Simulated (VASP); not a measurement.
# SiNi3 (Pm-3m) in VASP: notebook

The runs below take SiNi3 through relaxation of cell and atoms, with PBE, PBEsol.

All numbers are computed with VASP 6.6.1; they aren't measurements. Logs are shortened: lines on timing, memory, paths and dates and some standing lists are left out, and cuts for length are marked.

### 1 The cell of the first run

Symmetry: Pm-3m, No. 221, cubic system. Conventional cell: a = 3.542 Å, b = 3.542 Å, c = 3.542 Å, α = 90.00°, β = 90.00°, γ = 90.00°. Within 3.3 Å of Ni (site symmetry 4/mmm) lie 8 Ni at 2.50 Å and 4 Si at 2.50 Å. Si (site symmetry m-3m) has 12 Ni at 2.50 Å within 3.3 Å.

### 2 Relaxation of cell and atoms, PBE, collinear spin, ferromagnetic start, target pressure 5 GPa, at which the enthalpy is minimised

File INCAR:

```
PREC = Accurate
ENCUT = 600
EDIFF = 1E-7
ISMEAR = -1
SIGMA = 0.05
LREAL = False
LASPH = True
NELM = 150
ALGO = Normal
ISIF = 3
LWAVE = False
LCHARG = False
ISPIN = 2
MAGMOM = 1 1 1 0
LORBIT = 11
LMAXMIX = 4
GGA = PE
IBRION = 2
NSW = 60
EDIFFG = -0.01
PSTRESS = 50.0
```

File KPOINTS:

```
Automatic mesh
0
Gamma
  8 8 8
```

File POSCAR:

```
SiNi3
1.0
    3.5420000000      0.0000000000      0.0000000000
    0.0000000000      3.5420000000      0.0000000000
    0.0000000000      0.0000000000      3.5420000000
Ni Si
3 1
Direct
    0.5000000000      0.5000000000      0.0000000000
    0.5000000000      0.0000000000      0.5000000000
    0.0000000000      0.5000000000      0.5000000000
    0.0000000000      0.0000000000      0.0000000000
```

Potentials or basis: VASP PAW PBE potentials, release 64 (Ni, Si).

Command:

```bash
> cat potpaw_PBE.64/Ni/POTCAR potpaw_PBE.64/Si/POTCAR > POTCAR
> mpirun -np 1 vasp_std > vasp.out
```

OUTCAR:

```text
PREC = Accurate
   ENCUT = 600
   EDIFF = 1E-7
   ISMEAR = -1
   LREAL = False
   LASPH = True
   NELM = 150
   ISIF = 3
   ISPIN = 2
   LORBIT = 11
   GGA = PE
   IBRION = 2
   NSW = 60
   EDIFFG = -0.01
   PSTRESS = 50.0

 ion  position               nearest neighbor table
   1  0.500  0.500  0.000-   2 2.50   3 2.50   4 2.50   2 2.50   3 2.50   2 2.50   4 2.50   2 2.50
                             3 2.50   4 2.50   3 2.50   4 2.50
   2  0.500  0.000  0.500-   1 2.50   3 2.50   4 2.50   1 2.50   4 2.50   1 2.50   3 2.50   1 2.50
                             3 2.50   4 2.50   4 2.50   3 2.50
   3  0.000  0.500  0.500-   1 2.50   2 2.50   4 2.50   1 2.50   4 2.50   2 2.50   4 2.50   4 2.50
                             1 2.50   2 2.50   1 2.50   2 2.50
   4  0.000  0.000  0.000-   1 2.50   2 2.50   3 2.50   2 2.50   3 2.50   1 2.50   3 2.50   3 2.50
                             1 2.50   2 2.50   2 2.50   1 2.50

  LATTYP: Found a simple cubic cell.
 ALAT       =     3.5420000000

  Lattice vectors:

 A1 = (   3.5420000000,   0.0000000000,   0.0000000000)
 A2 = (   0.0000000000,   3.5420000000,   0.0000000000)
 A3 = (   0.0000000000,   0.0000000000,   3.5420000000)

Analysis of symmetry for initial positions (statically):
=====================================================================
 Subroutine PRICEL returns:
 Original cell was already a primitive cell.

 Routine SETGRP: Setting up the symmetry group for a
 simple cubic supercell.

 Subroutine GETGRP returns: Found 48 space group operations
 (whereof 48 operations were pure point group operations)
 out of a pool of 48 trial point group operations.

The static configuration has the point symmetry O_h .

Analysis of symmetry for dynamics (positions and initial velocities):
=====================================================================
 Subroutine PRICEL returns:
 Original cell was already a primitive cell.

 Routine SETGRP: Setting up the symmetry group for a
 simple cubic supercell.

 Subroutine GETGRP returns: Found 48 space group operations
 (whereof 48 operations were pure point group operations)
 out of a pool of 48 trial point group operations.

The dynamic configuration has the point symmetry O_h .

Analysis of structural, dynamic, and magnetic symmetry:
=====================================================================
 Subroutine PRICEL returns:
 Original cell was already a primitive cell.

 Routine SETGRP: Setting up the symmetry group for a
 simple cubic supercell.

 Subroutine GETGRP returns: Found 48 space group operations
 (whereof 48 operations were pure point group operations)
 out of a pool of 48 trial point group operations.
[... 119 lines left out ...]
   EFERMI =   0.00;   METHOD = LEGACY
   ISMEAR =    -1;   SIGMA  =   0.05  broadening in eV -4-tet -1-fermi 0-gaus
   EFERMI_NEDOS =   21; number of points for ismear=-14 and -15
   IALGO  =     38    algorithm
   IMIX   =      4    mixing-type and parameters
     AMIX     =   0.40;   BMIX     =  1.00
     AMIX_MAG =   1.60;   BMIX_MAG =  1.00
  volume/ion in A,a.u.               =      11.11        74.97
  Fermi-wavevector in a.u.,A,eV,Ry     =   1.497336  2.829555 30.504465  2.242015
  Thomas-Fermi vector in A             =   2.609237
   LORBIT       =     11    0 simple, 1 ext, 2 COOP (PROOUT), +10 PAW based schemes
   GGA     = PE    functional components
   LHFCALC =     F    Hartree Fock is set to
   AEXX    =    0.0000 exact exchange contribution
   IVDW    =     0    specifies the selected vdW correction
   LEPSILON=     F    determine dielectric tensor
   LRPA    =     F    only Hartree local field effects (RPA)
 conjugate gradient relaxation of ions
 spin polarized calculation
  energy-cutoff  :      600.00
  volume of cell :       44.44
 maximum number of plane-waves:      1503
   NGX = 15   NGY = 15   NGZ = 15

--------------------------------------- Ionic step        1  -------------------------------------------

 number of electron      33.9999988 magnetization      -0.0000047

 number of electron      33.9999988 magnetization       0.0000885

 Free energy of the ion-electron system (eV)
  ---------------------------------------------------
  ext. energy  EPLUGINS =         0.00000000
  ---------------------------------------------------
  free energy    TOTEN  =       -23.66172401 eV

  energy without entropy =      -23.64307903  energy(sigma->0) =      -23.65240152

------------------------ aborting loop because EDIFF is reached ----------------------------------------

  FORCE on cell =-STRESS in cart. coord.  units (eV):
  Direction    XX          YY          ZZ          XY          YZ          ZX
  --------------------------------------------------------------------------------------
  -------------------------------------------------------------------------------------
  Total       -1.6653346     -1.6653346     -1.6653346     -0.0000000     -0.0000000     -0.0000000
  in kB      -60.0435569    -60.0435569    -60.0435569     -0.0000000     -0.0000000     -0.0000000
  external PRESSURE =    -110.0435569 kB  Pullay stress =      50.0000000 kB
[... 71 lines left out ...]
 number of electron      33.9999974 magnetization       0.0000006

 number of electron      33.9999974 magnetization      -0.0000004

 Free energy of the ion-electron system (eV)
  ---------------------------------------------------
  ext. energy  EPLUGINS =         0.00000000
  ---------------------------------------------------
  free energy    TOTEN  =       -23.67390366 eV

  energy without entropy =      -23.65609632  energy(sigma->0) =      -23.66499999

 E-fermi :  10.9848     XC(G=0): -13.2184

 val. band max:       10.9231009449   @ k =   0.1250   0.1250   0.0000
 cond. band min:      10.9967577678   @ k =   0.5000   0.3750   0.3750
 fundamental gap:      0.0736568229
 Fermi energy:        10.9847894045

 spin component 1

 k-point     1 :       0.0000    0.0000    0.0000
  band No.  band energies     occupation
      1      -1.1142      1.00000
      2       5.9739      1.00000
      3       6.8037      1.00000
      4       6.8037      1.00000
      5       7.3367      1.00000
      6       7.3367      1.00000
[... 613 lines left out ...]
     22      18.2811      0.00000
     23      19.2618      0.00000

 [... further k-points ...]

 spin component 2

 k-point     1 :       0.0000    0.0000    0.0000
  band No.  band energies     occupation
      1      -1.1142      1.00000
      2       5.9739      1.00000
      3       6.8037      1.00000
      4       6.8037      1.00000
      5       7.3367      1.00000
      6       7.3367      1.00000
[... 650 lines left out ...]
  energy  without entropy=      -23.6560963202  energy(sigma->0) =      -23.66499999

  enthalpy is  TOTEN    =       -22.3578921982 eV   P V=        1.3160114663

 reached required accuracy - stopping structural energy minimisation

 total charge

# of ion       s       p       d       tot
------------------------------------------
    1        0.495   0.593   8.423   9.511
    2        0.495   0.593   8.423   9.511
    3        0.495   0.593   8.423   9.511
    4        0.730   0.835   0.000   1.564
--------------------------------------------------
tot          2.214   2.614  25.268  30.096

 magnetization (x)

# of ion       s       p       d       tot
------------------------------------------
    1        0.000  -0.000   0.000   0.000
    2        0.000  -0.000   0.000   0.000
    3        0.000  -0.000   0.000   0.000
    4       -0.000  -0.000   0.000  -0.000
--------------------------------------------------
tot          0.000  -0.000   0.000   0.000
```

OSZICAR:

```text
N       E                     dE             d eps       ncg     rms          rms(c)
DAV:   1     0.205590800063E+03    0.20559E+03   -0.16633E+04  3260   0.213E+03
DAV:   2    -0.167097064974E+02   -0.22230E+03   -0.21212E+03  3220   0.360E+02
[... 36 lines left out ...]
DAV:   5    -0.236747097740E+02    0.15270E-01   -0.20056E-02  4410   0.225E+00    0.344E-01
DAV:   6    -0.236738208941E+02    0.88888E-03   -0.39536E-03  3676   0.782E-01    0.700E-02
DAV:   7    -0.236738971853E+02   -0.76291E-04   -0.15557E-04  4558   0.924E-02    0.449E-02
DAV:   8    -0.236739044616E+02   -0.72764E-05   -0.43755E-06  4069   0.247E-02    0.481E-03
DAV:   9    -0.236739036873E+02    0.77437E-06   -0.56525E-07  3293   0.841E-03    0.252E-03
DAV:  10    -0.236739036646E+02    0.22696E-07   -0.85452E-08  1931   0.346E-03
   3 F= -.22357892E+02 E0= -.22348989E+02  d E =-.829403E-01  mag=     0.0000
```

CONTCAR:

```text
SiNi3
   1.00000000000000
     3.4807012598743050   -0.0000000000000000   -0.0000000000000000
    -0.0000000000000000    3.4807012598743050    0.0000000000000000
    -0.0000000000000000   -0.0000000000000000    3.4807012598743050
  Ni              Si
     3     1
Direct
     0.5000000000000000    0.5000000000000000    0.0000000000000000
     0.5000000000000000    0.0000000000000000    0.5000000000000000
     0.0000000000000000    0.5000000000000000    0.5000000000000000
     0.0000000000000000    0.0000000000000000    0.0000000000000000

  0.00000000E+00  0.00000000E+00  0.00000000E+00
  0.00000000E+00  0.00000000E+00  0.00000000E+00
  0.00000000E+00  0.00000000E+00  0.00000000E+00
  0.00000000E+00  0.00000000E+00  0.00000000E+00
```

Wall time 1.8 min (1 thread of Intel Xeon Platinum 8559C (Emerald Rapids), shared host); peak memory 0.22 GiB.

What came out:

```yaml
Free_energy: -23.6739 eV
Relaxed_volume: 10.54 Å³/atom
Relaxed_cell: a = 3.481 Å, b = 3.481 Å, c = 3.481 Å, α = 90.00°, β = 90.00°, γ = 90.00°
Space_group_after_relaxing_to_0.1_Å: Pm-3m (No. 221)
Energy_change_on_relaxing_the_run_minimises_the_enthalpy: -3.0 meV/atom
Ionic_steps: 3
Pressure_after_relaxing: 4.9 GPa
Band_gap_on_the_k_mesh: zero (filled and empty bands overlap)
Net_moment: 0.00 μB per cell
Valence_electrons_inside_the_program's_atomic_spheres: Ni 9.51; Si 1.56
```

The path:
```csv
step,energy change (eV),largest force (eV/Å),pressure (GPa),volume (Å³)
1,0.0000,0.0000,-6.00,44.44
2,0.1801,0.0000,21.08,39.71
3,-0.0122,0.0000,4.89,42.17
```

Final structure:
```yaml
crystal:
  lattice:
    - [3.48070, 0.00000, 0.00000]
    - [0.00000, 3.48070, 0.00000]
    - [0.00000, 0.00000, 3.48070]
  atoms:
    - { symbol: Ni, position: [0.50000, 0.50000, 0.00000] }
    - { symbol: Ni, position: [0.50000, 0.00000, 0.50000] }
    - { symbol: Ni, position: [0.00000, 0.50000, 0.50000] }
    - { symbol: Si, position: [0.00000, 0.00000, 0.00000] }
```

Levels at points of the mesh, in eV from the Fermi level:
Spin up:
```tsv
k point	band 13	band 14	band 15	band 16	band 17	band 18	band 19	band 20	band 21	band 22
(0.00, 0.00, 0.00)	-0.91	-0.64	-0.64	-0.31	0.03	0.03	0.03	5.03	6.43	6.43
(0.50, 0.00, 0.00)	-1.35	-1.33	-1.18	-0.58	0.03	3.69	3.69	5.32	5.32	5.37
(0.50, 0.50, 0.00)	-1.48	-1.47	-1.14	-1.04	-0.98	0.67	0.67	5.72	6.45	7.75
(0.50, 0.50, 0.50)	-1.49	-1.28	-1.28	-0.44	-0.21	-0.21	-0.21	1.30	4.12	4.12
```
Spin down:
| k point | band 13 | band 14 | band 15 | band 16 | band 17 | band 18 | band 19 | band 20 | band 21 | band 22 |
| --- | --- | --- | --- | --- | --- | --- | --- | --- | --- | --- |
| (0.00, 0.00, 0.00) | -0.91 | -0.64 | -0.64 | -0.31 | 0.03 | 0.03 | 0.03 | 5.03 | 6.43 | 6.43 |
| (0.50, 0.00, 0.00) | -1.35 | -1.33 | -1.18 | -0.58 | 0.03 | 3.69 | 3.69 | 5.32 | 5.32 | 5.37 |
| (0.50, 0.50, 0.00) | -1.48 | -1.47 | -1.14 | -1.04 | -0.98 | 0.67 | 0.67 | 5.72 | 6.45 | 7.75 |
| (0.50, 0.50, 0.50) | -1.49 | -1.28 | -1.28 | -0.44 | -0.21 | -0.21 | -0.21 | 1.30 | 4.12 | 4.12 |

Caveat: the cell is relaxed towards a set pressure, so the run minimises the enthalpy, not the energy; the moments typed at the start vanished in this run.

(Continued in part 2 of 2.)

The gap in the log of VASP goes by the Fermi energy; the results here count the filled bands.